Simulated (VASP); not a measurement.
# CuRu (Pm-3m) in VASP: notebook

CuRu is run at these levels: r2SCAN; tasks: single point, relaxation of cell and atoms.

All numbers are computed with VASP 6.6.1; they aren't measurements. Logs are shortened: lines on timing, memory, paths and dates and some standing lists are left out, and cuts for length are marked.

**1. The cell of the first run**

Symmetry: Pm-3m, No. 221, cubic system. The conventional cell has a = 2.931 Å, b = 2.931 Å, c = 2.931 Å, α = 90.00°, β = 90.00°, γ = 90.00°. Cu (site symmetry m-3m) has 8 Ru at 2.54 Å and 6 Cu at 2.93 Å within 3.4 Å. Within 3.4 Å of Ru (site symmetry m-3m) lie 8 Cu at 2.54 Å and 6 Ru at 2.93 Å.

**2. Single point, r2SCAN**

File POSCAR:

```
CuRu
1.0
    2.9312613211      0.0000000000      0.0000000000
    0.0000000000      2.9312613211      0.0000000000
    0.0000000000      0.0000000000      2.9312613211
Cu Ru
1 1
Direct
    0.0000000000      0.0000000000      0.0000000000
    0.5000000000      0.5000000000      0.5000000000
```

File INCAR.step1:

```
SYSTEM = CuRu
ALGO = Normal
EDIFF = 1E-4
ENCUT = 520
GGA = PE
ISMEAR = 0
LASPH = .True.
LCHARG = .False.
LREAL = .False.
LWAVE = .True.
NBANDS = 20
NELM = 80
PREC = Accurate
SIGMA = 0.1
```

File INCAR.step2:

```
SYSTEM = CuRu
ALGO = Normal
EDIFF = 1E-6
ENCUT = 520
ISIF = 2
ISMEAR = 0
ISTART = 1
LASPH = .True.
LCHARG = .False.
LMIXTAU = .True.
LREAL = .False.
LWAVE = .False.
METAGGA = R2SCAN
NBANDS = 20
NELM = 80
PREC = Accurate
SIGMA = 0.1
```

File KPOINTS:

```
k-points
0
Gamma
  6 6 6
  0 0 0
```

Potentials or basis: VASP PAW PBE potentials, release 64 (Cu, Ru_pv).

Run with:

```sh
$ cat potpaw_PBE.64/Cu/POTCAR potpaw_PBE.64/Ru_pv/POTCAR > POTCAR
$ cp INCAR.step1 INCAR
$ mpirun -np 1 vasp_std > vasp.out
$ cp INCAR.step2 INCAR
$ mpirun -np 1 vasp_std > vasp.out
```

OUTCAR:

```text
SYSTEM = CuRu
   EDIFF = 1E-6
   ENCUT = 520
   ISIF = 2
   ISMEAR = 0
   ISTART = 1
   LASPH = .True.
   LREAL = .False.
   METAGGA = R2SCAN
   NELM = 80
   PREC = Accurate

 ion  position               nearest neighbor table
   1  0.000  0.000  0.000-   2 2.54   2 2.54   2 2.54   2 2.54   2 2.54   2 2.54   2 2.54   2 2.54

   2  0.500  0.500  0.500-   1 2.54   1 2.54   1 2.54   1 2.54   1 2.54   1 2.54   1 2.54   1 2.54

  LATTYP: Found a simple cubic cell.
 ALAT       =     2.9312613211

  Lattice vectors:

 A1 = (   2.9312613211,   0.0000000000,   0.0000000000)
 A2 = (   0.0000000000,   2.9312613211,   0.0000000000)
 A3 = (   0.0000000000,   0.0000000000,   2.9312613211)

Analysis of symmetry for initial positions (statically):
=====================================================================
 Subroutine PRICEL returns:
 Original cell was already a primitive cell.

 Routine SETGRP: Setting up the symmetry group for a
 simple cubic supercell.

 Subroutine GETGRP returns: Found 48 space group operations
 (whereof 48 operations were pure point group operations)
 out of a pool of 48 trial point group operations.

The static configuration has the point symmetry O_h .

Analysis of symmetry for dynamics (positions and initial velocities):
=====================================================================
 Subroutine PRICEL returns:
 Original cell was already a primitive cell.

 Routine SETGRP: Setting up the symmetry group for a
 simple cubic supercell.

 Subroutine GETGRP returns: Found 48 space group operations
 (whereof 48 operations were pure point group operations)
 out of a pool of 48 trial point group operations.

The dynamic configuration has the point symmetry O_h .

 Subroutine INISYM returns: Found 48 space group operations
 (whereof 48 operations are pure point group operations),
 and found     1 'primitive' translations

----------------------------------------------------------------------------------------

                                     Primitive cell

  volume of cell :      25.1863

  direct lattice vectors                    reciprocal lattice vectors
     2.931261321  0.000000000  0.000000000     0.341150068  0.000000000  0.000000000
     0.000000000  2.931261321  0.000000000     0.000000000  0.341150068  0.000000000
     0.000000000  0.000000000  2.931261321     0.000000000  0.000000000  0.341150068

  length of vectors
     2.931261321  2.931261321  2.931261321     0.341150068  0.341150068  0.341150068

  position of ions in fractional coordinates (direct lattice)
     0.000000000  0.000000000  0.000000000
     0.500000000  0.500000000  0.500000000

  ion indices of the primitive-cell ions
   primitive index   ion index
                 1           1
                 2           2

----------------------------------------------------------------------------------------

 KPOINTS: k-points

Automatic generation of k-mesh.
 Grid dimensions read from file:
 generate k-points for:    6    6    6

 Generating k-lattice:

  Cartesian coordinates                     Fractional coordinates (reciprocal lattice)
     0.056858345  0.000000000  0.000000000     0.166666667  0.000000000  0.000000000
     0.000000000  0.056858345  0.000000000     0.000000000  0.166666667  0.000000000
     0.000000000  0.000000000  0.056858345     0.000000000  0.000000000  0.166666667

  Length of vectors
     0.056858345  0.056858345  0.056858345

  Shift w.r.t. Gamma in fractional coordinates (k-lattice)
     0.000000000  0.000000000  0.000000000

 Subroutine IBZKPT returns following result:
 ===========================================

 Found     20 irreducible k-points:

 Following reciprocal coordinates:
            Coordinates               Weight
  0.000000  0.000000  0.000000      1.000000
  0.166667  0.000000  0.000000      6.000000
  0.333333  0.000000  0.000000      6.000000
  0.500000  0.000000  0.000000      3.000000
  0.166667  0.166667  0.000000     12.000000
  0.333333  0.166667  0.000000     24.000000
[... 12 lines left out ...]
  0.500000  0.500000  0.333333      6.000000
  0.500000  0.500000  0.500000      1.000000
   k-points           NKPTS =     20   k-points in BZ     NKDIM =     20   number of bands    NBANDS=     20
   number of dos      NEDOS =    301   number of ions     NIONS =      2
   total plane-waves  NPLWV =  13824
   dimension x,y,z NGX =    24 NGY =   24 NGZ =   24
   dimension x,y,z NGXF=    48 NGYF=   48 NGZF=   48
   ions per type =               1   1
   NGX,Y,Z   is equivalent  to a cutoff of  13.61, 13.61, 13.61 a.u.
   NGXF,Y,Z  is equivalent  to a cutoff of  27.22, 27.22, 27.22 a.u.
 SYSTEM =  CuRu
   PREC   = accura    normal or accurate (medium, high low for compatibility)
   ISTART =      1    job   : 0-new  1-cont  2-samecut
   ICHARG =      0    charge: 1-file 2-atom 10-const
   ISPIN  =      1    spin polarized calculation?
   LNONCOLLINEAR =      F non collinear calculations
   LSORBIT =      F    spin-orbit coupling
   LASPH  =      T    aspherical Exc in radial PAW
   ENCUT  =  520.0 eV  38.22 Ry    6.18 a.u.   5.45  5.45  5.45*2*pi/ulx,y,z
   NELM   =     80;   NELMIN=  2; NELMDL=  0     # of ELM steps
   EDIFF  = 0.1E-05   stopping-criterion for ELM
   LREAL  =      F    real-space projection
   EDIFFG = 0.1E-04   stopping-criterion for IOM
   NSW    =      0    number of steps for IOM
   IBRION =     -1    ionic relax: 0-MD 1-quasi-New 2-CG
   NFREE  =      0    steps in history (QN), initial steepest desc. (CG)
   ISIF   =      2    stress and relaxation
   ISYM   =      2    0-nonsym 1-usesym 2-fastsym
   POTIM  = 0.5000    time-step for ionic-motion
   TEBEG  =    0.0;   TEEND  =   0.0 temperature during run
   PSTRESS=    0.0 pullay stress
   NELECT =      25.0000    total number of electrons
   NUPDOWN=      -1.0000    fix difference up-down
   EMIN   =  10.00;   EMAX   =-10.00  energy-range for DOS
   EFERMI =   0.00;   METHOD = LEGACY
   ISMEAR =     0;   SIGMA  =   0.10  broadening in eV -4-tet -1-fermi 0-gaus
   EFERMI_NEDOS =   21; number of points for ismear=-14 and -15
   IALGO  =     38    algorithm
   IMIX   =      4    mixing-type and parameters
     AMIX     =   0.40;   BMIX     =  1.00
     AMIX_MAG =   1.60;   BMIX_MAG =  1.00
  volume/ion in A,a.u.               =      12.59        84.98
  Fermi-wavevector in a.u.,A,eV,Ry     =   1.633053  3.086023 36.284864  2.666862
  Thomas-Fermi vector in A             =   2.724922
   LORBIT       =      0    0 simple, 1 ext, 2 COOP (PROOUT), +10 PAW based schemes
   METAGGA = R2SCAN    functional components
   LHFCALC =     F    Hartree Fock is set to
   AEXX    =    0.0000 exact exchange contribution
   IVDW    =     0    specifies the selected vdW correction
   LEPSILON=     F    determine dielectric tensor
   LRPA    =     F    only Hartree local field effects (RPA)
 non-spin polarized calculation
 Gauss-broadening in eV      SIGMA  =   0.10
  energy-cutoff  :      520.00
  volume of cell :       25.19
 maximum number of plane-waves:       695
 NGX is ok and might be reduce to    24
   NGX = 11   NGY = 11   NGZ = 11

 number of electron      25.0000002 magnetization

 Free energy of the ion-electron system (eV)
  ---------------------------------------------------
  ext. energy  EPLUGINS =         0.00000000
  ---------------------------------------------------
  free energy    TOTEN  =       -35.31080298 eV

  energy without entropy =      -35.28838489  energy(sigma->0) =      -35.29959393

 E-fermi :  10.2229     XC(G=0): -14.7181

 val. band max:       10.1928779639   @ k =   0.5000   0.3333   0.3333
 cond. band min:      10.2578261674   @ k =   0.3333   0.1667   0.1667
 fundamental gap:      0.0649482034
 Fermi energy:        10.2228906982

 k-point     1 :       0.0000    0.0000    0.0000
  band No.  band energies     occupation
      1     -33.5850      2.00000
      2     -33.5850      2.00000
      3     -33.5850      2.00000
      4       1.2225      2.00000
      5       4.5294      2.00000
      6       4.5294      2.00000
[... 12 lines left out ...]
     19      27.6220      0.00000
     20      27.6220      0.00000

 k-point     2 :       0.1667    0.0000    0.0000
  band No.  band energies     occupation
      1     -33.6527      2.00000
      2     -33.5797      2.00000
      3     -33.5797      2.00000
      4       1.8216      2.00000
      5       4.7870      2.00000
      6       4.8406      2.00000
[... 12 lines left out ...]
     19      26.4502      0.00000
     20      28.0984      0.00000

 k-point     3 :       0.3333    0.0000    0.0000
  band No.  band energies     occupation
      1     -33.7866      2.00000
      2     -33.5693      2.00000
      3     -33.5693      2.00000
      4       3.3854      2.00000
      5       5.3929      2.00000
      6       5.4973      2.00000
[... 12 lines left out ...]
     19      24.8928      0.00000
     20      27.6461      0.00000

 k-point     4 :       0.5000    0.0000    0.0000
  band No.  band energies     occupation
      1     -33.8526      2.00000
      2     -33.5640      2.00000
      3     -33.5640      2.00000
      4       4.8897      2.00000
      5       5.2458      2.00000
      6       6.2760      2.00000
[... 12 lines left out ...]
     19      27.1902      0.00000
     20      27.1902      0.00000

 k-point     5 :       0.1667    0.1667    0.0000
  band No.  band energies     occupation
      1     -33.6494      2.00000
      2     -33.6438      2.00000
      3     -33.5743      2.00000
      4       2.3739      2.00000
      5       4.9914      2.00000
      6       5.1545      2.00000
[... 12 lines left out ...]
     19      26.3931      0.00000
     20      29.5124      0.00000
[... 261 lines left out ...]
      6       5.8575      2.00000
[... 12 lines left out ...]
     19      23.9104      0.00000
     20      24.3846      0.00000

 k-point    18 :       0.5000    0.3333    0.3333
  band No.  band energies     occupation
      1     -33.8056      2.00000
      2     -33.7369      2.00000
      3     -33.7356      2.00000
      4       5.0900      2.00000
      5       5.6984      2.00000
      6       5.7794      2.00000
[... 12 lines left out ...]
     19      21.5350      0.00000
     20      22.5102      0.00000

 k-point    19 :       0.5000    0.5000    0.3333
  band No.  band energies     occupation
      1     -33.7986      2.00000
      2     -33.7986      2.00000
      3     -33.7299      2.00000
      4       5.1352      2.00000
      5       5.7380      2.00000
      6       5.7380      2.00000
[... 12 lines left out ...]
     19      21.8835      0.00000
     20      23.4275      0.00000

 k-point    20 :       0.5000    0.5000    0.5000
  band No.  band energies     occupation
      1     -33.7922      2.00000
      2     -33.7922      2.00000
      3     -33.7922      2.00000
      4       5.7633      2.00000
      5       5.7633      2.00000
      6       5.7633      2.00000
[... 12 lines left out ...]
     19      21.2987      0.00000
     20      21.2987      0.00000

------------------------ aborting loop because EDIFF is reached ----------------------------------------

  FORCE on cell =-STRESS in cart. coord.  units (eV):
  Direction    XX          YY          ZZ          XY          YZ          ZX
  --------------------------------------------------------------------------------------
  -------------------------------------------------------------------------------------
  Total        0.1103079      0.1103079      0.1103079      0.0000000      0.0000000      0.0000000
  in kB        7.0170355      7.0170355      7.0170355      0.0000000      0.0000000      0.0000000
  external PRESSURE =       7.0170355 kB  Pullay stress =       0.0000000 kB

 VOLUME and BASIS-vectors are now :
 -----------------------------------------------------------------------------
  energy-cutoff  :      520.00
  volume of cell :       25.19
      direct lattice vectors                 reciprocal lattice vectors
     2.931261321  0.000000000  0.000000000     0.341150068  0.000000000  0.000000000
     0.000000000  2.931261321  0.000000000     0.000000000  0.341150068  0.000000000
     0.000000000  0.000000000  2.931261321     0.000000000  0.000000000  0.341150068

 POSITION                                       TOTAL-FORCE (eV/Angst)
 -----------------------------------------------------------------------------------
      0.00000      0.00000      0.00000         0.000000      0.000000      0.000000
      1.46563      1.46563      1.46563         0.000000      0.000000      0.000000
 -----------------------------------------------------------------------------------
    total drift:                                0.000000      0.000000     -0.000000

  FREE ENERGIE OF THE ION-ELECTRON SYSTEM (eV)
  ---------------------------------------------------
  free  energy   TOTEN  =       -35.3108029804 eV

  energy  without entropy=      -35.2883848869  energy(sigma->0) =      -35.29959393
```

Wall time 46 s (1 thread of AMD EPYC 7R43 (Zen 3), shared host); peak memory 0.11 GiB.

Results:

```yaml
Free_energy: -35.3108 eV
Pressure: 0.7 GPa
```

Caveat: the PAW data sets were made with another functional, which shifts forces and pressure a little.

**3. Single point, r2SCAN**

This run uses another cell than the first one, of 13.22 Å³/atom, 1.050 times its volume.

File POSCAR:

```
CuRu
1.0
    2.9790144876      0.0000000000      0.0000000000
    0.0000000000      2.9790144876      0.0000000000
    0.0000000000      0.0000000000      2.9790144876
Cu Ru
1 1
Direct
    0.0000000000      0.0000000000      0.0000000000
    0.5000000000      0.5000000000      0.5000000000
```

File INCAR.step1:

```
SYSTEM = CuRu
PREC = Accurate
ENCUT = 520
ISMEAR = 0
SIGMA = 0.1
LREAL = .FALSE.
LASPH = .TRUE.
NELM = 100
NBANDS = 20
GGA = PE
ALGO = Normal
EDIFF = 1E-4
LWAVE = .TRUE.
LCHARG = .FALSE.
```

File INCAR.step2:

```
SYSTEM = CuRu
PREC = Accurate
ENCUT = 520
EDIFF = 1E-7
ISMEAR = 0
SIGMA = 0.1
LREAL = .FALSE.
LASPH = .TRUE.
NELM = 100
ALGO = Normal
ISIF = 2
LWAVE = .FALSE.
LCHARG = .FALSE.
METAGGA = R2SCAN
LMIXTAU = .TRUE.
NBANDS = 20
ISTART = 1
```

File KPOINTS:

```
regular mesh
0
G
  6 6 6
  0 0 0
```

Potentials or basis: VASP PAW PBE potentials, release 64 (Cu, Ru_pv).

Run with:

```sh
$ cat potpaw_PBE.64/Cu/POTCAR potpaw_PBE.64/Ru_pv/POTCAR > POTCAR
$ cp INCAR.step1 INCAR
$ mpirun -np 1 vasp_std > vasp.out
$ cp INCAR.step2 INCAR
$ mpirun -np 1 vasp_std > vasp.out
```

Wall time 51 s (1 thread of AMD EPYC 7R43 (Zen 3), shared host); peak memory 0.11 GiB.

Results (log left out):

* Free energy: -35.2742 eV
* Pressure: -9.8 GPa

Levels at points of the mesh, in eV from the Fermi level:
| k point | band 10 | band 11 | band 12 | band 13 | band 14 | band 15 |
| --- | --- | --- | --- | --- | --- | --- |
| (0.00, 0.00, 0.00) | -1.52 | -1.52 | 0.59 | 0.59 | 0.59 | 8.98 |
| (0.50, 0.00, 0.00) | -2.79 | -1.61 | -1.61 | -1.61 | 0.09 | 2.47 |
| (0.50, 0.50, 0.00) | -1.06 | 0.33 | 0.33 | 0.52 | 0.52 | 1.17 |
| (0.50, 0.50, 0.50) | -2.48 | -2.48 | 1.25 | 1.25 | 5.91 | 8.06 |

Caveat: the PAW data sets were made with another functional, which shifts forces and pressure a little.

(Continued in part 2 of 2.)
